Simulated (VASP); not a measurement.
# Ni in VASP: notebook, part 2 of 2

VASP 6.6.1. Earlier steps stand in the parts before.

### 4 Single point, PBE, collinear spin, ferromagnetic start

This run uses another cell than the first one, of 121.46 Å³/atom, 2.114 times its volume.

INCAR

```
SYSTEM = Ni
  PREC = Accurate
  ENCUT = 520
  EDIFF = 1E-6
  ISMEAR = 0
  SIGMA = 0.1
  LREAL = .False.
  LASPH = .True.
  NELM = 150
  ALGO = Normal
  ISIF = 2
  LWAVE = .False.
  LCHARG = .True.
  ISPIN = 2
  MAGMOM = 1.02
  LORBIT = 11
  LMAXMIX = 4
  LDIPOL = .True.
  IDIPOL = 3
  DIPOL = 0.5 0.5 0.294
  GGA = PE
  LELF = .True.
  LVHAR = .True.
  LVACPOTAV = .True.
  NBANDS = 15
```

KPOINTS

```
regular mesh
0
Gamma
  24 24 1
  0 0 0
```

POSCAR

```
Ni
1.0
    2.2591075433      0.0000000000      0.0000000000
    0.0000000000      2.2591075433      0.0000000000
    0.0000000000      0.0000000000     23.8000000000
Ni
1
Direct
    0.5000000000      0.5000000000      0.2941176471
```

Potentials or basis: VASP PAW PBE potentials, release 64 (Ni).

Command:

```sh
cat potpaw_PBE.64/Ni/POTCAR > POTCAR
mpirun -np 1 vasp_std > vasp.out
```

OUTCAR:

```text
SYSTEM = Ni
   PREC = Accurate
   ENCUT = 520
   EDIFF = 1E-6
   ISMEAR = 0
   LREAL = .False.
   LASPH = .True.
   NELM = 150
   ISIF = 2
   ISPIN = 2
   LORBIT = 11
   GGA = PE

 ion  position               nearest neighbor table
   1  0.500  0.500  0.294-

  LATTYP: Found a simple tetragonal cell.
 ALAT       =     2.2591075433
 C/A-ratio  =    10.5351336950

  Lattice vectors:

 A1 = (   2.2591075433,   0.0000000000,   0.0000000000)
 A2 = (   0.0000000000,   2.2591075433,   0.0000000000)
 A3 = (   0.0000000000,   0.0000000000,  23.8000000000)

[... 1081 lines left out ...]
  Total        0.0082256      0.0082256     -0.0004871      0.0000000      0.0000000      0.0000000
  in kB        0.1084993      0.1084993     -0.0064244      0.0000000      0.0000000      0.0000000
  external PRESSURE =       0.0701914 kB  Pullay stress =       0.0000000 kB

 VOLUME and BASIS-vectors are now :
 -----------------------------------------------------------------------------
  energy-cutoff  :      520.00
  volume of cell :      121.46
      direct lattice vectors                 reciprocal lattice vectors
     2.259107543  0.000000000  0.000000000     0.442652676  0.000000000  0.000000000
     0.000000000  2.259107543  0.000000000     0.000000000  0.442652676  0.000000000
     0.000000000  0.000000000 23.800000000     0.000000000  0.000000000  0.042016807

 POSITION                                       TOTAL-FORCE (eV/Angst)
 -----------------------------------------------------------------------------------
      1.12955      1.12955      7.00000         0.000000      0.000000      0.000000
 -----------------------------------------------------------------------------------
    total drift:                                0.000000      0.000000     -0.000051

  FREE ENERGIE OF THE ION-ELECTRON SYSTEM (eV)
  ---------------------------------------------------
  free  energy   TOTEN  =        -3.9589631742 eV

  energy  without entropy=       -3.9486445156  energy(sigma->0) =       -3.95380384

 vacuum level on the upper side and lower side of the slab         1.361         1.361

 total charge

# of ion       s       p       d       tot
------------------------------------------
    1        0.538   0.296   8.325   9.160

 magnetization (x)

# of ion       s       p       d       tot
------------------------------------------
    1        0.007  -0.010   0.881   0.878
```

stdout:

```text
POSCAR found type information on POSCAR Ni
 POSCAR found :  1 types and       1 ions
 scaLAPACK will be used
 LDA part: xc-table for (Slater+PW92), standard interpolation
 POSCAR, INCAR and KPOINTS ok, starting setup
 FFT: planning ... GRIDC
 FFT: planning ... GRID_SOFT
 FFT: planning ... GRID
 WAVECAR not read
 entering main loop
 -----------------------------------------------------------------------------
|                                                                             |
|           W    W    AA    RRRRR   N    N  II  N    N   GGGG   !!!           |
|           W    W   A  A   R    R  NN   N  II  NN   N  G    G  !!!           |
|           W    W  A    A  R    R  N N  N  II  N N  N  G       !!!           |
|           W WW W  AAAAAA  RRRRR   N  N N  II  N  N N  G  GGG   !            |
|           WW  WW  A    A  R   R   N   NN  II  N   NN  G    G                |
|           W    W  A    A  R    R  N    N  II  N    N   GGGG   !!!           |
|                                                                             |
|     Did not find any points to average over, which means that no vacuum     |
|     field-free region was found. Please increase the size of  your cell     |
|     in the dimension of the dipole correction to obtain accurate            |
|     workfunction values.                                                    |
|                                                                             |
 -----------------------------------------------------------------------------
```

It took 3.9 min on 1 thread of Intel Xeon Platinum 8559C (Emerald Rapids), shared host; peak memory 0.44 GiB.

Results:

```
Free energy                                           : -3.9590 eV
Net moment                                            : 0.85 μB per cell
Site moments                                          : Ni +0.88 μB
Valence electrons inside the program's atomic spheres : Ni 9.16
```

### 5 Single point, PBE, collinear spin, ferromagnetic start

This run uses another cell than the first one, of 121.46 Å³/atom, 2.114 times its volume.

INCAR

```
ALGO = Normal
DIPOL = 0.5 0.5 0.294
EDIFF = 1E-7
ENCUT = 520
GGA = PE
IDIPOL = 3
ISIF = 2
ISMEAR = 0
ISPIN = 2
LASPH = True
LCHARG = False
LDIPOL = True
LMAXMIX = 4
LORBIT = 11
LREAL = False
LWAVE = False
MAGMOM = 1.02
NBANDS = 15
NELM = 150
PREC = Accurate
SIGMA = 0.1
```

KPOINTS

```
k-points
0
Gamma
  24 24 1
```

POSCAR is that of step 4.

Command:

```sh
cat potpaw_PBE.64/Ni/POTCAR > POTCAR
mpirun -np 1 vasp_std > vasp.out
```

It took 4.5 min on 1 thread of Intel Xeon Platinum 8559C (Emerald Rapids), shared host; peak memory 0.45 GiB.

The run converged. Its results:

```
Free energy                                           : -3.9590 eV
Net moment                                            : 0.85 μB per cell
Site moments                                          : Ni +0.88 μB
Valence electrons inside the program's atomic spheres : Ni 9.16
```

Levels at points of the mesh, in eV from the Fermi level:
Spin up:
```
           k point  band 2  band 3  band 4  band 5  band 6  band 7  band 8  band 9
(0.00, 0.00, 0.00)   -3.84   -1.98   -0.87   -0.87   -0.60    0.79    4.87    5.32
(0.50, 0.00, 0.00)   -3.00   -1.68   -0.95   -0.70    1.44    5.49    7.83   10.22
(0.50, 0.50, 0.00)   -2.35   -2.35   -0.60    0.41    8.40    8.40   13.45   14.36
```
Spin down:
| k point | band 2 | band 3 | band 4 | band 5 | band 6 | band 7 | band 8 | band 9 |
| --- | --- | --- | --- | --- | --- | --- | --- | --- |
| (0.00, 0.00, 0.00) | -3.22 | -1.54 | 0.29 | 0.29 | 0.58 | 0.74 | 4.83 | 5.29 |
| (0.50, 0.00, 0.00) | -2.09 | -0.58 | -0.41 | 0.47 | 1.43 | 5.82 | 7.83 | 10.26 |
| (0.50, 0.50, 0.00) | -1.33 | -1.33 | -0.01 | 1.20 | 8.49 | 8.49 | 13.65 | 14.57 |

### 6 Overview

```tsv
cell	k mesh	gap on the mesh (eV)	moment (μB)
a = 2.026, b = 2.026, c = 14.000 Å, 1 atom	8 × 8 × 1	none	0.67
a = 2.259, b = 2.259, c = 23.800 Å, 1 atom	8 × 8 × 1	none	0.87
a = 2.259, b = 2.259, c = 23.800 Å, 1 atom	24 × 24 × 1	none	0.85
```

Alike in all rows: task single point; level PBE; potentials or basis VASP PAW PBE potentials, release 64 (Ni); spin collinear, ferromagnetic start; cutoff (eV) 520; smearing gaussian 0.1 eV.

Caveats: some runs use coarse meshes.

Total energies depend on the potentials used, so only differences within one code and one set of settings carry meaning.
